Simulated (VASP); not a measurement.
# PtSe2 (Fm-3m) in VASP: single point with PBE

Aim: the single point of PtSe2 with PBE.

All numbers are computed with VASP 6.6.1; they aren't measurements. Logs are shortened: lines on timing, memory, paths and dates and some standing lists are left out, and cuts for length are marked.

**1. The cell of the first run**

It takes space group Fm-3m (No. 225, cubic). The conventional cell has a = 6.262 Å, b = 6.262 Å, c = 6.262 Å, α = 90.00°, β = 90.00°, γ = 90.00°. Pt (site symmetry m-3m) has 8 Se at 2.71 Å within 3.6 Å. Se (site symmetry -43m) has 4 Pt at 2.71 Å and 6 Se at 3.13 Å within 3.6 Å.

**2. Single point, PBE**

Input file INCAR:

```
  PREC = Accurate
  ENCUT = 520
  EDIFF = 1E-6
  ISMEAR = -1
  SIGMA = 0.02
  LREAL = False
  LASPH = True
  NELM = 100
  ALGO = Normal
  ISIF = 2
  LWAVE = False
  LCHARG = True
  GGA = PE
  LELF = True
  LVHAR = True
  NBANDS = 18
```

Input file KPOINTS:

```
Automatic mesh
0
Gamma
  6 6 6
```

Input file POSCAR:

```
PtSe2
1.0
    0.0000000000      3.1308957809      3.1308957809
    3.1308957809      0.0000000000      3.1308957809
    3.1308957809      3.1308957809      0.0000000000
Pt Se
1 2
Direct
    0.0000000000      0.0000000000      0.0000000000
    0.2500000000      0.2500000000      0.2500000000
    0.7500000000      0.7500000000      0.7500000000
```

Potentials or basis: VASP PAW PBE potentials, release 64 (Pt, Se).

Launch:

```sh
$ cat potpaw_PBE.64/Pt/POTCAR potpaw_PBE.64/Se/POTCAR > POTCAR
$ mpirun -np 1 vasp_std > vasp.out
```

OUTCAR:

```text
PREC = Accurate
   ENCUT = 520
   EDIFF = 1E-6
   ISMEAR = -1
   LREAL = False
   LASPH = True
   NELM = 100
   ISIF = 2
   GGA = PE

 ion  position               nearest neighbor table
   1  0.000  0.000  0.000-   3 2.71   3 2.71   3 2.71   2 2.71   3 2.71   2 2.71   2 2.71   2 2.71

   2  0.250  0.250  0.250-   1 2.71   1 2.71   1 2.71   1 2.71
   3  0.750  0.750  0.750-   1 2.71   1 2.71   1 2.71   1 2.71

  LATTYP: Found a face centered cubic cell.
 ALAT       =     6.2617915618

  Lattice vectors:

 A1 = (   0.0000000000,   3.1308957809,   3.1308957809)
 A2 = (   3.1308957809,   0.0000000000,   3.1308957809)
 A3 = (   3.1308957809,   3.1308957809,   0.0000000000)

Analysis of symmetry for initial positions (statically):
=====================================================================
 Subroutine PRICEL returns:
 Original cell was already a primitive cell.

 Routine SETGRP: Setting up the symmetry group for a
 face centered cubic supercell.

 Subroutine GETGRP returns: Found 48 space group operations
 (whereof 48 operations were pure point group operations)
 out of a pool of 48 trial point group operations.

The static configuration has the point symmetry O_h .

Analysis of symmetry for dynamics (positions and initial velocities):
=====================================================================
 Subroutine PRICEL returns:
 Original cell was already a primitive cell.

 Routine SETGRP: Setting up the symmetry group for a
 face centered cubic supercell.

 Subroutine GETGRP returns: Found 48 space group operations
 (whereof 48 operations were pure point group operations)
 out of a pool of 48 trial point group operations.

The dynamic configuration has the point symmetry O_h .

 Subroutine INISYM returns: Found 48 space group operations
 (whereof 48 operations are pure point group operations),
 and found     1 'primitive' translations

----------------------------------------------------------------------------------------

                                     Primitive cell

  volume of cell :      61.3813

  direct lattice vectors                    reciprocal lattice vectors
     0.000000000  3.130895781  3.130895781    -0.159698704  0.159698704  0.159698704
     3.130895781  0.000000000  3.130895781     0.159698704 -0.159698704  0.159698704
     3.130895781  3.130895781  0.000000000     0.159698704  0.159698704 -0.159698704

  length of vectors
     4.427755276  4.427755276  4.427755276     0.276606270  0.276606270  0.276606270

  position of ions in fractional coordinates (direct lattice)
     0.000000000  0.000000000  0.000000000
     0.250000000  0.250000000  0.250000000
     0.750000000  0.750000000  0.750000000

  ion indices of the primitive-cell ions
   primitive index   ion index
                 1           1
                 2           2
                 3           3

----------------------------------------------------------------------------------------

 KPOINTS: Automatic mesh

Automatic generation of k-mesh.
 Grid dimensions read from file:
 generate k-points for:    6    6    6

 Generating k-lattice:

  Cartesian coordinates                     Fractional coordinates (reciprocal lattice)
    -0.026616451  0.026616451  0.026616451     0.166666667  0.000000000  0.000000000
     0.026616451 -0.026616451  0.026616451     0.000000000  0.166666667  0.000000000
     0.026616451  0.026616451 -0.026616451     0.000000000  0.000000000  0.166666667

  Length of vectors
     0.046101045  0.046101045  0.046101045

  Shift w.r.t. Gamma in fractional coordinates (k-lattice)
     0.000000000  0.000000000  0.000000000

 Subroutine IBZKPT returns following result:
 ===========================================

 Found     16 irreducible k-points:

 Following reciprocal coordinates:
            Coordinates               Weight
  0.000000  0.000000  0.000000      1.000000
  0.166667  0.000000  0.000000      8.000000
  0.333333  0.000000  0.000000      8.000000
  0.500000  0.000000  0.000000      4.000000
  0.166667  0.166667  0.000000      6.000000
  0.333333  0.166667  0.000000     24.000000
[... 8 lines left out ...]
 -0.333333  0.333333  0.166667     24.000000
 -0.333333  0.500000  0.166667     12.000000
   k-points           NKPTS =     16   k-points in BZ     NKDIM =     16   number of bands    NBANDS=     18
   number of dos      NEDOS =    301   number of ions     NIONS =      3
   total plane-waves  NPLWV =  46656
   dimension x,y,z NGX =    36 NGY =   36 NGZ =   36
   dimension x,y,z NGXF=    72 NGYF=   72 NGZF=   72
   ions per type =               1   2
   NGX,Y,Z   is equivalent  to a cutoff of  13.52, 13.52, 13.52 a.u.
   NGXF,Y,Z  is equivalent  to a cutoff of  27.03, 27.03, 27.03 a.u.
 SYSTEM =  unknown system
   PREC   = accura    normal or accurate (medium, high low for compatibility)
   ISTART =      0    job   : 0-new  1-cont  2-samecut
   ICHARG =      2    charge: 1-file 2-atom 10-const
   ISPIN  =      1    spin polarized calculation?
   LNONCOLLINEAR =      F non collinear calculations
   LSORBIT =      F    spin-orbit coupling
   LASPH  =      T    aspherical Exc in radial PAW
   ENCUT  =  520.0 eV  38.22 Ry    6.18 a.u.   8.23  8.23  8.23*2*pi/ulx,y,z
   NELM   =    100;   NELMIN=  2; NELMDL= -5     # of ELM steps
   EDIFF  = 0.1E-05   stopping-criterion for ELM
   LREAL  =      F    real-space projection
   EDIFFG = 0.1E-04   stopping-criterion for IOM
   NSW    =      0    number of steps for IOM
   IBRION =     -1    ionic relax: 0-MD 1-quasi-New 2-CG
   NFREE  =      0    steps in history (QN), initial steepest desc. (CG)
   ISIF   =      2    stress and relaxation
   ISYM   =      2    0-nonsym 1-usesym 2-fastsym
   POTIM  = 0.5000    time-step for ionic-motion
   TEBEG  =    0.0;   TEEND  =   0.0 temperature during run
   PSTRESS=    0.0 pullay stress
   NELECT =      22.0000    total number of electrons
   NUPDOWN=      -1.0000    fix difference up-down
   EMIN   =  10.00;   EMAX   =-10.00  energy-range for DOS
   EFERMI =   0.00;   METHOD = LEGACY
   ISMEAR =    -1;   SIGMA  =   0.02  broadening in eV -4-tet -1-fermi 0-gaus
   EFERMI_NEDOS =   21; number of points for ismear=-14 and -15
   IALGO  =     38    algorithm
   IMIX   =      4    mixing-type and parameters
     AMIX     =   0.40;   BMIX     =  1.00
     AMIX_MAG =   1.60;   BMIX_MAG =  1.00
  volume/ion in A,a.u.               =      20.46       138.07
  Fermi-wavevector in a.u.,A,eV,Ry     =   1.162886  2.197536 18.399209  1.352304
  Thomas-Fermi vector in A             =   2.299442
   LORBIT       =      0    0 simple, 1 ext, 2 COOP (PROOUT), +10 PAW based schemes
   GGA     = PE    functional components
   LHFCALC =     F    Hartree Fock is set to
   AEXX    =    0.0000 exact exchange contribution
   IVDW    =     0    specifies the selected vdW correction
   LEPSILON=     F    determine dielectric tensor
   LRPA    =     F    only Hartree local field effects (RPA)
 non-spin polarized calculation
  energy-cutoff  :      520.00
  volume of cell :       61.38
 maximum number of plane-waves:      1676
 NGX is ok and might be reduce to    36
   NGX = 17   NGY = 17   NGZ = 17

 number of electron      22.0000000 magnetization

 Free energy of the ion-electron system (eV)
  ---------------------------------------------------
  ext. energy  EPLUGINS =         0.00000000
  ---------------------------------------------------
  free energy    TOTEN  =       -12.82318649 eV

  energy without entropy =      -12.81794361  energy(sigma->0) =      -12.82056505

 E-fermi :   6.9544     XC(G=0): -10.6778

 val. band max:        6.9394255924   @ k =   0.1667   0.0000   0.0000
 cond. band min:       6.9807067797   @ k =  -0.1667   0.1667   0.0000
 fundamental gap:      0.0412811874
 Fermi energy:         6.9543977119

 k-point     1 :       0.0000    0.0000    0.0000
  band No.  band energies     occupation
      1      -9.2480      2.00000
      2      -5.3194      2.00000
      3       0.0856      2.00000
      4       0.0856      2.00000
      5       0.0856      2.00000
      6       2.9758      2.00000
[... 10 lines left out ...]
     17      10.1488      0.00000
     18      14.2047      0.00000

 k-point     2 :       0.1667    0.0000    0.0000
  band No.  band energies     occupation
      1      -9.0165      2.00000
      2      -5.7210      2.00000
      3       0.2417      2.00000
      4       0.2417      2.00000
      5       0.7517      2.00000
      6       2.8159      2.00000
[... 10 lines left out ...]
     17      11.4656      0.00000
     18      15.2022      0.00000

 k-point     3 :       0.3333    0.0000    0.0000
  band No.  band energies     occupation
      1      -8.3848      2.00000
      2      -6.5512      2.00000
      3       0.5923      2.00000
      4       0.5923      2.00000
      5       1.9916      2.00000
      6       2.1794      2.00000
[... 10 lines left out ...]
     17      13.5170      0.00000
     18      16.7132      0.00000

 k-point     4 :       0.5000    0.0000    0.0000
  band No.  band energies     occupation
      1      -7.6628      2.00000
      2      -7.3225      2.00000
      3       0.7819      2.00000
      4       0.7819      2.00000
      5       1.2676      2.00000
      6       3.1097      2.00000
[... 207 lines left out ...]
      4       0.2495      2.00000
      5       1.0706      2.00000
      6       2.2295      2.00000
[... 10 lines left out ...]
     17      14.8244      0.00000
     18      15.4844      0.00000

 k-point    15 :      -0.3333    0.3333    0.1667
  band No.  band energies     occupation
      1      -7.3830      2.00000
      2      -7.2892      2.00000
      3      -0.4571      2.00000
      4       0.1142      2.00000
      5       1.4423      2.00000
      6       2.0655      2.00000
[... 10 lines left out ...]
     17      15.1794      0.00000
     18      15.8271      0.00000

 k-point    16 :      -0.3333    0.5000    0.1667
  band No.  band energies     occupation
      1      -7.4843      2.00000
      2      -7.0505      2.00000
      3      -1.0587      2.00000
      4       0.2727      2.00000
      5       1.5641      2.00000
      6       2.1022      2.00000
[... 10 lines left out ...]
     17      15.3205      0.00000
     18      16.2864      0.00000

------------------------ aborting loop because EDIFF is reached ----------------------------------------

  FORCE on cell =-STRESS in cart. coord.  units (eV):
  Direction    XX          YY          ZZ          XY          YZ          ZX
  --------------------------------------------------------------------------------------
  -------------------------------------------------------------------------------------
  Total        0.5938837      0.5938837      0.5938837      0.0000000     -0.0000000      0.0000000
  in kB       15.5015859     15.5015859     15.5015859      0.0000000     -0.0000000      0.0000000
  external PRESSURE =      15.5015859 kB  Pullay stress =       0.0000000 kB

 VOLUME and BASIS-vectors are now :
 -----------------------------------------------------------------------------
  energy-cutoff  :      520.00
  volume of cell :       61.38
      direct lattice vectors                 reciprocal lattice vectors
     0.000000000  3.130895781  3.130895781    -0.159698704  0.159698704  0.159698704
     3.130895781  0.000000000  3.130895781     0.159698704 -0.159698704  0.159698704
     3.130895781  3.130895781  0.000000000     0.159698704  0.159698704 -0.159698704

 POSITION                                       TOTAL-FORCE (eV/Angst)
 -----------------------------------------------------------------------------------
      0.00000      0.00000      0.00000         0.000000     -0.000000      0.000000
      1.56545      1.56545      1.56545        -0.000000      0.000000      0.000000
      4.69634      4.69634      4.69634         0.000000      0.000000     -0.000000
 -----------------------------------------------------------------------------------
    total drift:                               -0.000000      0.000000      0.000000

  FREE ENERGIE OF THE ION-ELECTRON SYSTEM (eV)
  ---------------------------------------------------
  free  energy   TOTEN  =       -12.8231864918 eV

  energy  without entropy=      -12.8179436069  energy(sigma->0) =      -12.82056505
```

It took 18 s on 1 thread of Intel Xeon 6975P-C, shared host; peak memory 0.2 GiB.

Results:

```
Free energy            : -12.8232 eV
Pressure               : 1.6 GPa
Band gap on the k mesh : zero (band 11 reaches 7.40 eV, above the bottom of band 12 at 6.94 eV)
```

Caveat: spin-orbit coupling is left out, which moves the levels of the heavy elements.
